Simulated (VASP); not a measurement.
# Mg (Fm-3m) in VASP: further runs

Mg is run at these levels: LDA; tasks: relaxation of cell and atoms.

Program: VASP 6.6.1. These are calculated values, not measurements. Logs are shortened: lines on timing, memory, paths and dates and some standing lists are left out, and cuts for length are marked.

**1. The cell of the first run**

Symmetry: Fm-3m, No. 225, cubic system. The conventional cell has a = 4.489 Å, b = 4.489 Å, c = 4.489 Å, α = 90.00°, β = 90.00°, γ = 90.00°. Mg (site symmetry m-3m) has 12 Mg at 3.17 Å within 4.2 Å.

This isn't the form of Mg at room conditions, which is hcp.

**2. Relaxation of cell and atoms, LDA**

INCAR reads:

```
SYSTEM = Mg
  PREC = Accurate
  ENCUT = 600
  EDIFF = 1E-7
  ISMEAR = -1
  SIGMA = 0.1
  LREAL = .False.
  LASPH = .True.
  NELM = 100
  ALGO = Normal
  ISIF = 3
  LWAVE = .False.
  LCHARG = .False.
  GGA = CA
  IBRION = 2
  NSW = 80
  EDIFFG = -0.05
  ISYM = 0
```

KPOINTS reads:

```
Automatic mesh
0
Gamma
  11 11 11
  0.5 0.5 0.5
```

POSCAR reads:

```
Mg
1.0
    3.1738570000      0.0000000000      0.0000000000
    1.5869285000      2.7486407900      0.0000000000
    1.5869285000      0.9162135967      2.5914433889
Mg
1
Direct
    0.0000000000      0.0000000000      0.0000000000
```

Potentials or basis: VASP PAW LDA potentials, release 64 (Mg).

Command:

```
cat potpaw_LDA.64/Mg/POTCAR > POTCAR
mpirun -np 1 vasp_std > vasp.out
```

OUTCAR:

```text
SYSTEM = Mg
   PREC = Accurate
   ENCUT = 600
   EDIFF = 1E-7
   ISMEAR = -1
   LREAL = .False.
   LASPH = .True.
   NELM = 100
   ISIF = 3
   GGA = CA
   IBRION = 2
   NSW = 80
   EDIFFG = -0.05
   ISYM = 0

 ion  position               nearest neighbor table
   1  0.000  0.000  0.000-

IMPORTANT INFORMATION: All symmetrisations will be switched off!
NOSYMM: (Re-)initialisation of all symmetry stuff for point group C_1.

----------------------------------------------------------------------------------------

                                     Primitive cell

  volume of cell :      22.6072

  direct lattice vectors                    reciprocal lattice vectors
     3.173857000  0.000000000  0.000000000     0.315074057 -0.181908091 -0.128628445
     1.586928500  2.748640790  0.000000000     0.000000000  0.363816183 -0.128628445
     1.586928500  0.916213597  2.591443389     0.000000000  0.000000000  0.385885335

  length of vectors
     3.173857000  3.173857000  3.173857000     0.385885335  0.385885335  0.385885335

  position of ions in fractional coordinates (direct lattice)
     0.000000000  0.000000000  0.000000000

  ion indices of the primitive-cell ions
   primitive index   ion index
                 1           1

----------------------------------------------------------------------------------------

 KPOINTS: Automatic mesh

Automatic generation of k-mesh.
 Grid dimensions read from file:
 generate k-points for:   11   11   11

 Generating k-lattice:

  Cartesian coordinates                     Fractional coordinates (reciprocal lattice)
     0.028643096 -0.016537099 -0.011693495     0.090909091  0.000000000  0.000000000
     0.000000000  0.033074198 -0.011693495     0.000000000  0.090909091  0.000000000
     0.000000000  0.000000000  0.035080485     0.000000000  0.000000000  0.090909091

  Length of vectors
     0.035080485  0.035080485  0.035080485

  Shift w.r.t. Gamma in fractional coordinates (k-lattice)
     0.500000000  0.500000000  0.500000000

 Subroutine IBZKPT returns following result:
 ===========================================

 Found   2664 irreducible k-points:

 Following reciprocal coordinates:
            Coordinates               Weight
  0.045455  0.045455  0.045455      2.000000
  0.045455  0.000000 -0.000000      2.000000
  0.000000  0.000000 -0.045455      2.000000
  0.000000  0.045455  0.000000      2.000000
  0.136364  0.045455  0.045455      2.000000
  0.045455  0.136364  0.045455      2.000000
[... 16 lines left out ...]
  0.000000  0.181818 -0.045455      2.000000
  0.181818  0.000000 -0.045455      2.000000
 [... further k-points ...]
   k-points           NKPTS =   2664   k-points in BZ     NKDIM =   2664   number of bands    NBANDS=      5
   number of dos      NEDOS =    301   number of ions     NIONS =      1
   total plane-waves  NPLWV =  21952
   dimension x,y,z NGX =    28 NGY =   28 NGZ =   28
   dimension x,y,z NGXF=    56 NGYF=   56 NGZF=   56
   ions per type =               1
   NGX,Y,Z   is equivalent  to a cutoff of  14.67, 14.67, 14.67 a.u.
   NGXF,Y,Z  is equivalent  to a cutoff of  29.33, 29.33, 29.33 a.u.
 SYSTEM =  Mg
   PREC   = accura    normal or accurate (medium, high low for compatibility)
   ISTART =      0    job   : 0-new  1-cont  2-samecut
   ICHARG =      2    charge: 1-file 2-atom 10-const
   ISPIN  =      1    spin polarized calculation?
   LNONCOLLINEAR =      F non collinear calculations
   LSORBIT =      F    spin-orbit coupling
   LASPH  =      T    aspherical Exc in radial PAW
   ENCUT  =  600.0 eV  44.10 Ry    6.64 a.u.   6.34  6.34  6.34*2*pi/ulx,y,z
   NELM   =    100;   NELMIN=  2; NELMDL= -5     # of ELM steps
   EDIFF  = 0.1E-06   stopping-criterion for ELM
   LREAL  =      F    real-space projection
   EDIFFG = -.5E-01   stopping-criterion for IOM
   NSW    =     80    number of steps for IOM
   IBRION =      2    ionic relax: 0-MD 1-quasi-New 2-CG
   NFREE  =      1    steps in history (QN), initial steepest desc. (CG)
   ISIF   =      3    stress and relaxation
   ISYM   =      0    0-nonsym 1-usesym 2-fastsym
   POTIM  = 0.5000    time-step for ionic-motion
   TEBEG  =    0.0;   TEEND  =   0.0 temperature during run
   PSTRESS=    0.0 pullay stress
   NELECT =       2.0000    total number of electrons
   NUPDOWN=      -1.0000    fix difference up-down
   EMIN   =  10.00;   EMAX   =-10.00  energy-range for DOS
   EFERMI =   0.00;   METHOD = LEGACY
   ISMEAR =    -1;   SIGMA  =   0.10  broadening in eV -4-tet -1-fermi 0-gaus
   EFERMI_NEDOS =   21; number of points for ismear=-14 and -15
   IALGO  =     38    algorithm
   IMIX   =      4    mixing-type and parameters
     AMIX     =   0.40;   BMIX     =  1.00
     AMIX_MAG =   1.60;   BMIX_MAG =  1.00
  volume/ion in A,a.u.               =      22.61       152.56
  Fermi-wavevector in a.u.,A,eV,Ry     =   0.729462  1.378483  7.239855  0.532114
  Thomas-Fermi vector in A             =   1.821189
   LORBIT       =      0    0 simple, 1 ext, 2 COOP (PROOUT), +10 PAW based schemes
   GGA     = CA    functional components
   LHFCALC =     F    Hartree Fock is set to
   AEXX    =    0.0000 exact exchange contribution
   IVDW    =     0    specifies the selected vdW correction
   LEPSILON=     F    determine dielectric tensor
   LRPA    =     F    only Hartree local field effects (RPA)
 conjugate gradient relaxation of ions
 non-spin polarized calculation
  energy-cutoff  :      600.00
  volume of cell :       22.61
 maximum number of plane-waves:       766
 NGX is ok and might be reduce to    28
   NGX = 13   NGY = 13   NGZ = 13

--------------------------------------- Ionic step        1  -------------------------------------------

 number of electron       2.0000000 magnetization

 Free energy of the ion-electron system (eV)
  ---------------------------------------------------
  ext. energy  EPLUGINS =         0.00000000
  ---------------------------------------------------
  free energy    TOTEN  =        -1.79833234 eV

  energy without entropy =       -1.78355631  energy(sigma->0) =       -1.79094433

------------------------ aborting loop because EDIFF is reached ----------------------------------------

  FORCE on cell =-STRESS in cart. coord.  units (eV):
  Direction    XX          YY          ZZ          XY          YZ          ZX
  --------------------------------------------------------------------------------------
  -------------------------------------------------------------------------------------
  Total       -0.2313330     -0.2313330     -0.2313330      0.0000000     -0.0000000     -0.0000000
  in kB      -16.3946079    -16.3946076    -16.3946080      0.0000001     -0.0000001     -0.0000001
  external PRESSURE =     -16.3946078 kB  Pullay stress =       0.0000000 kB

 VOLUME and BASIS-vectors are now :
 -----------------------------------------------------------------------------
  energy-cutoff  :      600.00
  volume of cell :       22.61
      direct lattice vectors                 reciprocal lattice vectors
     3.173857000  0.000000000  0.000000000     0.315074057 -0.181908091 -0.128628445
     1.586928500  2.748640790  0.000000000     0.000000000  0.363816183 -0.128628445
     1.586928500  0.916213597  2.591443389     0.000000000  0.000000000  0.385885335

 POSITION                                       TOTAL-FORCE (eV/Angst)
 -----------------------------------------------------------------------------------
      0.00000      0.00000      0.00000         0.000000     -0.000000     -0.000000
 -----------------------------------------------------------------------------------
    total drift:                                0.000000     -0.000000     -0.000000

  FREE ENERGIE OF THE ION-ELECTRON SYSTEM (eV)
  ---------------------------------------------------
  free  energy   TOTEN  =        -1.7983323449 eV

  energy  without entropy=       -1.7835563143  energy(sigma->0) =       -1.79094433

--------------------------------------- Ionic step        2  -------------------------------------------

 number of electron       2.0000000 magnetization

------------------------ aborting loop because EDIFF is reached ----------------------------------------

  FORCE on cell =-STRESS in cart. coord.  units (eV):
  Direction    XX          YY          ZZ          XY          YZ          ZX
  --------------------------------------------------------------------------------------
  -------------------------------------------------------------------------------------
  Total       -0.0604422     -0.0604422     -0.0604422     -0.0000000      0.0000000     -0.0000000
  in kB       -4.4302267     -4.4302268     -4.4302261     -0.0000002      0.0000000     -0.0000001
  external PRESSURE =      -4.4302265 kB  Pullay stress =       0.0000000 kB

 VOLUME and BASIS-vectors are now :
 -----------------------------------------------------------------------------
  energy-cutoff  :      600.00
  volume of cell :       21.86
      direct lattice vectors                 reciprocal lattice vectors
     3.138436387  0.000000000 -0.000000000     0.318630004 -0.183961119 -0.130080155
     1.569218194  2.717965640 -0.000000000    -0.000000000  0.367922238 -0.130080155
     1.569218194  0.905988547  2.562522579     0.000000000  0.000000000  0.390240464

 POSITION                                       TOTAL-FORCE (eV/Angst)
 -----------------------------------------------------------------------------------
      3.13844      3.62395      2.56252        -0.000000     -0.000000      0.000000
 -----------------------------------------------------------------------------------
    total drift:                               -0.000000     -0.000000      0.000000

  FREE ENERGIE OF THE ION-ELECTRON SYSTEM (eV)
  ---------------------------------------------------
  free  energy   TOTEN  =        -1.8032788945 eV

  energy  without entropy=       -1.7889627359  energy(sigma->0) =       -1.79612082

--------------------------------------- Ionic step        3  -------------------------------------------

 number of electron       2.0000000 magnetization

 Free energy of the ion-electron system (eV)
  ---------------------------------------------------
  ext. energy  EPLUGINS =         0.00000000
  ---------------------------------------------------
  free energy    TOTEN  =        -1.80362352 eV

  energy without entropy =       -1.78945051  energy(sigma->0) =       -1.79653701

 E-fermi :   2.7535     XC(G=0):  -8.8758

 val. band max:        2.7316168537   @ k =   0.4545  -0.1818   0.4091
 cond. band min:       2.8055383086   @ k =  -0.0909   0.4091  -0.0000
 fundamental gap:      0.0739214549
 Fermi energy:         2.7535385519

 k-point     1 :       0.0455    0.0455    0.0455
  band No.  band energies     occupation
      1      -4.3461      2.00000
      2      14.5871      0.00000
      3      15.3397      0.00000
      4      15.3397      0.00000
      5      17.6709      0.00000

 k-point     2 :       0.0455    0.0000   -0.0000
  band No.  band energies     occupation
      1      -4.3461      2.00000
      2      14.5871      0.00000
      3      15.3397      0.00000
      4      15.3397      0.00000
      5      17.6709      0.00000

 k-point     3 :       0.0000    0.0000   -0.0455
  band No.  band energies     occupation
      1      -4.3461      2.00000
      2      14.5871      0.00000
      3      15.3397      0.00000
      4      15.3397      0.00000
      5      17.6709      0.00000
[... 153 lines left out ...]
 k-point    23 :       0.0000    0.1818   -0.0455
  band No.  band energies     occupation
      1      -3.4589      2.00000
      2       9.5865      0.00000
      3      13.3966      0.00000
      4      15.2608      0.00000
      5      17.4194      0.00000

 k-point    24 :       0.1818    0.0000   -0.0455
  band No.  band energies     occupation
      1      -3.4589      2.00000
      2       9.5865      0.00000
      3      13.3966      0.00000
      4      15.2608      0.00000
      5      17.4194      0.00000

 [... further k-points ...]

------------------------ aborting loop because EDIFF is reached ----------------------------------------

  FORCE on cell =-STRESS in cart. coord.  units (eV):
  Direction    XX          YY          ZZ          XY          YZ          ZX
  --------------------------------------------------------------------------------------
  -------------------------------------------------------------------------------------
  Total       -0.0018345     -0.0018345     -0.0018345     -0.0000000      0.0000000     -0.0000000
  in kB       -0.1359589     -0.1359590     -0.1359587     -0.0000001      0.0000000     -0.0000000
  external PRESSURE =      -0.1359589 kB  Pullay stress =       0.0000000 kB

 VOLUME and BASIS-vectors are now :
 -----------------------------------------------------------------------------
  energy-cutoff  :      600.00
  volume of cell :       21.62
      direct lattice vectors                 reciprocal lattice vectors
     3.126905232  0.000000000 -0.000000000     0.319805023 -0.184639516 -0.130559854
     1.563452616  2.707979367 -0.000000000    -0.000000000  0.369279032 -0.130559854
     1.563452616  0.902659789  2.553107430     0.000000000  0.000000000  0.391679562

 POSITION                                       TOTAL-FORCE (eV/Angst)
 -----------------------------------------------------------------------------------
      3.12691      3.61064      2.55311         0.000000     -0.000000      0.000000
 -----------------------------------------------------------------------------------
    total drift:                                0.000000     -0.000000      0.000000

  FREE ENERGIE OF THE ION-ELECTRON SYSTEM (eV)
  ---------------------------------------------------
  free  energy   TOTEN  =        -1.8036235228 eV

  energy  without entropy=       -1.7894505070  energy(sigma->0) =       -1.79653701

 reached required accuracy - stopping structural energy minimisation
```

Run time: 12 min. Hardware: 1 thread of Intel Xeon 8259CL, shared host; peak memory 0.57 GiB.

What came out:

| Property | Result |
| --- | --- |
| Free energy | -1.8036 eV |
| Relaxed volume | 21.62 Å³/atom |
| Relaxed cell | a = 3.127 Å, b = 3.127 Å, c = 3.127 Å, α = 60.00°, β = 60.00°, γ = 60.00° |
| Space group after relaxing (to 0.1 Å) | Fm-3m (No. 225) |
| Energy gained by relaxing | 5.3 meV/atom |
| Ionic steps | 3 |
| Pressure after relaxing | 0.0 GPa |
| Band gap on the k mesh | zero (bands 1 and 2 overlap by 2.40 eV) |

Step by step:
```
step  energy change (eV)  largest force (eV/Å)  pressure (GPa)  volume (Å³)
   1              0.0000                0.0000           -1.64        22.61
   2             -0.0049                0.0000           -0.44        21.86
   3             -0.0053                0.0000           -0.01        21.62
```

Final structure:
```
CELL_PARAMETERS angstrom
3.12691 0.00000 0.00000
1.56345 2.70798 0.00000
1.56345 0.90266 2.55311
ATOMIC_POSITIONS crystal
Mg 0.00000 0.00000 0.00000
```

Levels at points of the mesh, in eV from the Fermi level:
| k point | band 1 | band 2 | band 3 | band 4 | band 5 |
| --- | --- | --- | --- | --- | --- |
| (0.50, 0.50, 0.50) | -1.75 | -1.30 | 11.59 | 11.59 | 12.54 |
| (0.50, 0.00, 0.00) | -1.75 | -1.30 | 11.59 | 11.59 | 12.54 |
| (0.00, 0.00, 0.50) | -1.75 | -1.30 | 11.59 | 11.59 | 12.54 |
| (0.00, 0.50, 0.00) | -1.75 | -1.30 | 11.59 | 11.59 | 12.54 |

**3. Relaxation of cell and atoms, LDA, target pressure 2 GPa, at which the enthalpy is minimised**

INCAR reads:

```
SYSTEM = Mg
ALGO     = Normal         ! electronic algorithm
EDIFF    = 1E-6           ! SCF threshold, eV
EDIFFG   = -0.05          ! ionic threshold
ENCUT    = 600            ! plane-wave cutoff, eV
IBRION   = 2              ! ionic algorithm
ISIF     = 3              ! what is computed and relaxed
ISMEAR   = -1             ! smearing method
ISYM     = 0            
LASPH    = .TRUE.         ! aspherical terms in the spheres
LCHARG   = .FALSE.        ! write CHGCAR
LREAL    = .FALSE.        ! projectors in reciprocal space
LWAVE    = .FALSE.        ! write WAVECAR
NELM     = 80             ! most SCF steps
NSW      = 80             ! ionic steps
PREC     = Accurate       ! precision mode
PSTRESS  = 20.0         
SIGMA    = 0.1            ! smearing width, eV
```

KPOINTS is that of step 2.

POSCAR is that of step 2.

Potentials or basis: VASP PAW LDA potentials, release 64 (Mg).

Command:

```
cat potpaw_LDA.64/Mg/POTCAR > POTCAR
mpirun -np 1 vasp_std > vasp.out
```

It took 7.4 min on 1 thread of Intel Xeon 8259CL, shared host; peak memory 0.57 GiB.

The run converged. Its results:

```
Free energy                                                : -1.7979 eV
Relaxed volume                                             : 20.66 Å³/atom
Relaxed cell                                               : a = 3.080 Å, b = 3.080 Å, c = 3.080 Å, α = 60.00°, β = 60.00°, γ = 60.00°
Space group after relaxing (to 0.1 Å)                      : Fm-3m (No. 225)
Energy change on relaxing (the run minimises the enthalpy) : +0.4 meV/atom
Ionic steps                                                : 3
Pressure after relaxing                                    : 2.0 GPa
Band gap on the k mesh                                     : zero (bands 1 and 2 overlap by 2.40 eV)
```

The path:
```
step  energy change (eV)  largest force (eV/Å)  pressure (GPa)  volume (Å³)
   1              0.0000                0.0000           -1.64        22.61
   2             -0.0028                0.0000            1.28        20.97
   3              0.0004                0.0000            1.98        20.66
```

Final structure:
```
CELL_PARAMETERS angstrom
3.07975 0.00000 0.00000
1.53988 2.66714 0.00000
1.53988 0.88905 2.51461
ATOMIC_POSITIONS crystal
Mg 0.00000 0.00000 0.00000
```

Levels at points of the mesh, in eV from the Fermi level:
```
           k point  band 1  band 2  band 3  band 4  band 5
(0.50, 0.50, 0.50)   -1.83   -1.29   11.84   11.84   13.02
(0.50, 0.00, 0.00)   -1.83   -1.29   11.84   11.84   13.02
(0.00, 0.00, 0.50)   -1.83   -1.29   11.84   11.84   13.02
(0.00, 0.50, 0.00)   -1.83   -1.29   11.84   11.84   13.02
```

Caveat: the cell is relaxed towards a set pressure, so the run minimises the enthalpy, not the energy.

[end of part 1 of 2]

The gap in the log of VASP goes by the Fermi energy; the results here count the filled bands.